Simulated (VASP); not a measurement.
# Ga in VASP: single point with PBE

Aim: the single point of Ga with PBE.

Program: VASP 6.6.1. These are calculated values, not measurements. Logs are shortened: lines on timing, memory, paths and dates and some standing lists are left out, and cuts for length are marked.

## (1) The cell of the first run

The cell holds a slab with vacuum, 6 atoms: a = 2.766 Å, b = 3.332 Å, c = 24.970 Å, α = 90.00°, β = 90.00°, γ = 87.98°.

## (2) Single point, PBE

The input, INCAR:

```
SYSTEM = Ga
PREC = Accurate
ENCUT = 520
EDIFF = 1E-7
ISMEAR = -1
SIGMA = 0.05
LREAL = .FALSE.
LASPH = .TRUE.
NELM = 100
ALGO = Normal
ISIF = 2
LWAVE = .FALSE.
LCHARG = .FALSE.
LDIPOL = .TRUE.
IDIPOL = 3
DIPOL = 0.5 0.5 0.500
GGA = PE
NBANDS = 48
```

The input, KPOINTS:

```
Automatic mesh
0
G
  10 8 1
  0 0 0
```

The input, POSCAR:

```
Ga
1.0
    2.7660000000      0.0000000000      0.0000000000
    0.1174500000      3.3299300000      0.0000000000
    0.0000000000      0.0000000000     24.9696140000
Ga
6
Direct
    0.5000000000      0.2500000000      0.3003650757
    0.0000000000      0.7500000000      0.3771229303
    0.0000000000      0.2500000000      0.4616210727
    0.5000000000      0.7500000000      0.5383789273
    0.5000000000      0.2500000000      0.6228770697
    0.0000000000      0.7500000000      0.6996349243
```

Potentials or basis: VASP PAW PBE potentials, release 64 (Ga_d).

Launch:

```
> cat potpaw_PBE.64/Ga_d/POTCAR > POTCAR
> mpirun -np 1 vasp_std > vasp.out
```

OUTCAR:

```text
SYSTEM = Ga
   PREC = Accurate
   ENCUT = 520
   EDIFF = 1E-7
   ISMEAR = -1
   LREAL = .FALSE.
   LASPH = .TRUE.
   NELM = 100
   ISIF = 2
   GGA = PE

 ion  position               nearest neighbor table
   1  0.500  0.250  0.300-   2 2.86   2 2.86   2 2.92   2 2.92
   2  0.000  0.750  0.377-   3 2.69   3 2.69   1 2.86   1 2.86   1 2.92   1 2.92
   3  0.000  0.250  0.462-   2 2.69   2 2.69   4 2.86   4 2.86   4 2.92   4 2.92
   4  0.500  0.750  0.538-   5 2.69   5 2.69   3 2.86   3 2.86   3 2.92   3 2.92
   5  0.500  0.250  0.623-   4 2.69   4 2.69   6 2.86   6 2.86   6 2.92   6 2.92
   6  0.000  0.750  0.700-   5 2.86   5 2.86   5 2.92   5 2.92

  LATTYP: Found a simple monoclinic cell.
 ALAT       =     2.7660000000
 B/A-ratio  =     9.0273369487
 C/A-ratio  =     1.2046278548
 COS(beta)  =    -0.0352490928

  Lattice vectors:

 A1 = (   2.7660000000,   0.0000000000,   0.0000000000)
 A2 = (   0.0000000000,   0.0000000000,  24.9696140000)
 A3 = (  -0.1174500000,  -3.3299300000,   0.0000000000)

Analysis of symmetry for initial positions (statically):
=====================================================================
 Subroutine PRICEL returns:
 Original cell was already a primitive cell.

 Routine SETGRP: Setting up the symmetry group for a
 simple monoclinic supercell.

 Subroutine GETGRP returns: Found  4 space group operations
 (whereof  1 operations were pure point group operations)
 out of a pool of  4 trial point group operations.

The static configuration has the point symmetry C_1 .
 The point group associated with its full space group is C_2h.

Analysis of symmetry for dynamics (positions and initial velocities):
=====================================================================
 Subroutine PRICEL returns:
 Original cell was already a primitive cell.

 Routine SETGRP: Setting up the symmetry group for a
 simple monoclinic supercell.

 Subroutine GETGRP returns: Found  4 space group operations
 (whereof  1 operations were pure point group operations)
 out of a pool of  4 trial point group operations.

The dynamic configuration has the point symmetry C_1 .
 The point group associated with its full space group is C_2h.

 Subroutine INISYM returns: Found  4 space group operations
 (whereof  1 operations are pure point group operations),
 and found     1 'primitive' translations

[... 107 lines left out ...]
   NFREE  =      0    steps in history (QN), initial steepest desc. (CG)
   ISIF   =      2    stress and relaxation
   ISYM   =      2    0-nonsym 1-usesym 2-fastsym
   POTIM  = 0.5000    time-step for ionic-motion
   TEBEG  =    0.0;   TEEND  =   0.0 temperature during run
   PSTRESS=    0.0 pullay stress
   NELECT =      78.0000    total number of electrons
   NUPDOWN=      -1.0000    fix difference up-down
   EMIN   =  10.00;   EMAX   =-10.00  energy-range for DOS
   EFERMI =   0.00;   METHOD = LEGACY
   ISMEAR =    -1;   SIGMA  =   0.05  broadening in eV -4-tet -1-fermi 0-gaus
   EFERMI_NEDOS =   21; number of points for ismear=-14 and -15
   IALGO  =     38    algorithm
   IMIX   =      4    mixing-type and parameters
     AMIX     =   0.40;   BMIX     =  1.00
     AMIX_MAG =   1.60;   BMIX_MAG =  1.00
  volume/ion in A,a.u.               =      38.33       258.67
  Fermi-wavevector in a.u.,A,eV,Ry     =   1.141668  2.157441 17.733926  1.303407
  Thomas-Fermi vector in A             =   2.278368
   LORBIT       =      0    0 simple, 1 ext, 2 COOP (PROOUT), +10 PAW based schemes
   GGA     = PE    functional components
   LHFCALC =     F    Hartree Fock is set to
   AEXX    =    0.0000 exact exchange contribution
   IVDW    =     0    specifies the selected vdW correction
   LEPSILON=     F    determine dielectric tensor
   LRPA    =     F    only Hartree local field effects (RPA)
 non-spin polarized calculation
  energy-cutoff  :      520.00
  volume of cell :      229.98
 maximum number of plane-waves:      6226
 NGX is ok and might be reduce to    24
   NGX = 11   NGY = 13   NGZ = 93

 dipolmoment           0.000000      0.000000      0.000000 electrons x Angstroem

 number of electron      78.0000017 magnetization

 dipolmoment           0.000000      0.000000     -0.000000 electrons x Angstroem

 Free energy of the ion-electron system (eV)
  ---------------------------------------------------
  ext. energy  EPLUGINS =         0.00000000
  ---------------------------------------------------
  free energy    TOTEN  =       -16.68986494 eV

  energy without entropy =      -16.66905577  energy(sigma->0) =      -16.67946036

 E-fermi :   0.4703     XC(G=0):  -6.0422

 val. band max:        0.4702304743   @ k =   0.5000   0.2500   0.0000
 cond. band min:       0.4826778299   @ k =   0.3000   0.5000   0.0000
 fundamental gap:      0.0124473556
 Fermi energy:         0.4702826193

 k-point     1 :       0.0000    0.0000    0.0000
  band No.  band energies     occupation
      1     -14.6410      2.00000
      2     -14.5827      2.00000
      3     -14.5743      2.00000
      4     -14.5600      2.00000
      5     -14.5091      2.00000
      6     -14.4996      2.00000
[... 1213 lines left out ...]
     47       4.5905      0.00000
     48       5.6365      0.00000

 [... further k-points ...]

------------------------ aborting loop because EDIFF is reached ----------------------------------------

 vacuum level on the upper side and lower side of the slab       (xc-potential included)        -0.113        -0.113

  FORCE on cell =-STRESS in cart. coord.  units (eV):
  Direction    XX          YY          ZZ          XY          YZ          ZX
  --------------------------------------------------------------------------------------
  -------------------------------------------------------------------------------------
  Total        0.8959142     -0.9747503      2.2330074      0.0393379      0.0000000      0.0000000
  in kB        6.2413407     -6.7905487     15.5561323      0.2740452      0.0000000      0.0000000
  external PRESSURE =       5.0023081 kB  Pullay stress =       0.0000000 kB

 VOLUME and BASIS-vectors are now :
 -----------------------------------------------------------------------------
  energy-cutoff  :      520.00
  volume of cell :      229.98
      direct lattice vectors                 reciprocal lattice vectors
     2.766000000  0.000000000  0.000000000     0.361532899 -0.012751631  0.000000000
     0.117450000  3.329930000  0.000000000     0.000000000  0.300306613  0.000000000
     0.000000000  0.000000000 24.969614000     0.000000000  0.000000000  0.040048677

 POSITION                                       TOTAL-FORCE (eV/Angst)
 -----------------------------------------------------------------------------------
      1.41236      0.83248      7.50000        -0.000000     -0.000000     -0.244860
      0.08809      2.49745      9.41661        -0.000000     -0.000000      0.001786
      0.02936      0.83248     11.52650         0.000000      0.000000      0.105508
      1.47109      2.49745     13.44311        -0.000000      0.000000     -0.105508
      1.41236      0.83248     15.55300         0.000000      0.000000     -0.001786
      0.08809      2.49745     17.46961         0.000000      0.000000      0.244860
 -----------------------------------------------------------------------------------
    total drift:                                0.000000      0.000000      0.000000

  FREE ENERGIE OF THE ION-ELECTRON SYSTEM (eV)
  ---------------------------------------------------
  free  energy   TOTEN  =       -16.6898649417 eV

  energy  without entropy=      -16.6690557702  energy(sigma->0) =      -16.67946036

 vacuum level on the upper side and lower side of the slab         4.744         4.744
```

OSZICAR:

```text
N       E                     dE             d eps       ncg     rms          rms(c)
DAV:   1     0.663773628515E+03    0.66377E+03   -0.39118E+04  4264   0.244E+03
DAV:   2     0.821926566608E+02   -0.58158E+03   -0.56347E+03  4080   0.628E+02
DAV:   3    -0.121574970359E+02   -0.94350E+02   -0.91209E+02  4736   0.180E+02
[... 17 lines left out ...]
DAV:  21    -0.166898623959E+02   -0.27998E-04   -0.59907E-06  4232   0.203E-02    0.204E-03
DAV:  22    -0.166898637242E+02   -0.13283E-05   -0.13171E-06  4568   0.201E-02    0.828E-04
DAV:  23    -0.166898647596E+02   -0.10354E-05   -0.78907E-07  4120   0.122E-02    0.420E-04
DAV:  24    -0.166898649126E+02   -0.15298E-06   -0.13463E-07  2912   0.615E-03    0.151E-04
DAV:  25    -0.166898649417E+02   -0.29157E-07   -0.35226E-08  2520   0.152E-03
   1 F= -.16689865E+02 E0= -.16679460E+02  d E =-.208092E-01
```

Run time: 9.4 min. Hardware: 1 thread of Intel Xeon Platinum 8488C (Sapphire Rapids), shared host; peak memory 0.53 GiB.

Results:

| Item | Value |
| --- | --- |
| Free energy | -16.6899 eV |
| Largest force | 0.245 eV/Å |
| Band gap on the k mesh | zero (band 39 reaches 2.80 eV, above the bottom of band 40 at -1.32 eV) |

Forces on the atoms (eV/Å):
```
Ga   0.000  0.000 -0.245
Ga   0.000  0.000  0.002
Ga   0.000  0.000  0.106
Ga   0.000  0.000 -0.106
Ga   0.000  0.000 -0.002
Ga   0.000  0.000  0.245
```

Levels at points of the mesh, in eV from the Fermi level:
```csv
k point,band 35,band 36,band 37,band 38,band 39,band 40,band 41,band 42,band 43,band 44
"(0.00, 0.00, 0.00)",-5.64,-3.44,-1.35,1.20,1.97,2.69,3.14,3.70,4.13,4.35
"(0.50, 0.00, 0.00)",-4.19,-4.19,-2.36,-2.36,-0.58,-0.58,1.58,1.58,4.05,4.05
"(0.00, 0.50, 0.00)",-6.08,-6.08,-3.52,-3.52,-1.79,-1.79,0.36,0.36,2.69,2.69
"(0.50, 0.50, 0.00)",-1.81,-1.73,-1.60,-1.59,-1.28,-1.22,-1.03,-0.91,1.38,1.57
```
